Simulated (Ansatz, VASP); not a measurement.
# Two plane-wave programs on Ca2TeSe

POSCAR

```
Ca2TeSe
1.0
    4.3226661106      0.0000000000      0.0000000000
    0.0000000000      4.3226661106      0.0000000000
    0.0000000000      0.0000000000      6.1124741504
Se Ca Te
1 2 1
Direct
    0.0000000000      0.0000000000      0.0000000000
    0.0000000000      0.0000000000      0.5000000000
    0.5000000000      0.5000000000      0.0000000000
    0.5000000000      0.5000000000      0.5000000000
```

INCAR.step1

```
SYSTEM = Ca2TeSe
  ALGO = Normal
  EDIFF = 1E-4
  ENCUT = 520
  GGA = PE
  ISMEAR = 0
  LASPH = .True.
  LCHARG = .False.
  LREAL = .False.
  LWAVE = .True.
  NBANDS = 24
  NELM = 60
  PREC = Accurate
  SIGMA = 0.01
```

The input INCAR.step2:

```
SYSTEM = Ca2TeSe
  ALGO = Normal
  EDIFF = 1E-7
  ENCUT = 520
  ISIF = 2
  ISMEAR = 0
  ISTART = 1
  LASPH = .True.
  LCHARG = .False.
  LMIXTAU = .True.
  LREAL = .False.
  LWAVE = .False.
  METAGGA = R2SCAN
  NBANDS = 24
  NELM = 60
  PREC = Accurate
  SIGMA = 0.01
```

KPOINTS

```
k-points
0
Gamma
  6 6 4
  0 0 0
```

Input for Ansatz:

```yaml
crystal:
  lattice:
    - [4.3226661106, 0.0, 0.0]
    - [0.0, 4.3226661106, 0.0]
    - [0.0, 0.0, 6.1124741504]
  atoms:
    - { symbol: Se, position: [0.0, 0.0, 0.0] }
    - { symbol: Ca, position: [0.0, 0.0, 0.5] }
    - { symbol: Te, position: [0.5, 0.5, 0.5] }
    - { symbol: Ca, position: [0.5, 0.5, 0.0] }
kpoints:
  mp_grid: { grid: [6, 6, 4] }
hamiltonian:
  xc: r2scan
scf:
  occupations: { method: fixed }
  n_extra_bands: 5
output:
  forces: true
  stress: true
  eigenvalues: true
```

Alike in both runs: task single point; functional r2SCAN; k mesh 6 × 6 × 4; no spin polarisation.

```csv
,VASP,Ansatz
version,VASP 6.6.1,Ansatz 0.2.0
potentials or method,"VASP PAW PBE potentials, release 64 (Se, Ca_sv, Te)","plane waves, PAW"
plane-wave cutoff (eV),520,500
occupations,"gaussian, width 0.01 eV",fixed
valence electrons in the cell,32,52
```

|  | VASP | Ansatz | Ansatz less VASP |
| --- | --- | --- | --- |
| gap on the k mesh at the Fermi level (eV) | 2.06 | 2.07 | +0.008 |
| pressure (GPa) | 1.7 | 1.4 | -0.22 |

VASP's potentials were made for PBE, not for r2SCAN. VASP's potentials hold 32 valence electrons a cell and Ansatz's 52, so a difference there can come from the potentials and not from the codes.

Neither program's run includes spin-orbit coupling.
